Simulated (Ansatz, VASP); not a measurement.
## One calculation of W, two programs

Contents of INCAR:

```
  ALGO = Fast
  EDIFF = 1E-6
  ENCUT = 520
  GGA = PS
  ISIF = 2
  ISMEAR = 0
  LASPH = True
  LCHARG = True
  LELF = True
  LREAL = False
  LVHAR = True
  LWAVE = False
  NBANDS = 13
  NELM = 100
  PREC = Accurate
  SIGMA = 0.15
```

KPOINTS

```
k-points
0
Gamma
  24 24 24
```

File POSCAR:

```
W
1.0
   -1.7929988887      1.7929988887      1.2676502143
    1.7929988887     -1.7929988887      1.2676502143
    1.7929988887      1.7929988887     -1.2676502143
W
1
Direct
    0.0000000000      0.0000000000      0.0000000000
```

Input for Ansatz:

```yaml
crystal:
  lattice:
    - [-1.7929988887, 1.7929988887, 1.2676502143]
    - [1.7929988887, -1.7929988887, 1.2676502143]
    - [1.7929988887, 1.7929988887, -1.2676502143]
  atoms:
    - { symbol: W, position: [0.0, 0.0, 0.0] }
basis:
  ecutwfc: 420
kpoints:
  mp_grid: { grid: [24, 24, 24] }
hamiltonian:
  xc: pbesol
scf:
  occupations: { method: gaussian, width: 0.15 }
output:
  forces: true
  stress: true
  eigenvalues: true
```

Alike in both runs: task single point; functional PBEsol; k mesh 24 × 24 × 24; occupations gaussian, width 0.15 eV; no spin polarisation.

|  | VASP | Ansatz |
| --- | --- | --- |
| version | VASP 6.6.1 | Ansatz 0.2.0 |
| potentials or method | VASP PAW PBE potentials, release 64 (W_sv), cutoff 520 eV | scalar-relativistic, plane waves, PAW |
| valence electrons in the cell | 14 | 14 |

Ansatz gave:

* gap on the k mesh at the Fermi level (eV): none
* pressure (GPa): 5.8
* traceless stress, the component that is largest in VASP (GPa): 30.90

Question: Estimate VASP's values.

Answer: gap on the k mesh at the Fermi level (eV): none; pressure (GPa): 6.6; traceless stress, the component that is largest in VASP (GPa): 31.57.

VASP's potentials were made for PBE, not for PBEsol. A gap of «none» marks a metal or a gap that the smearing closes.

Spin-orbit coupling is off throughout.
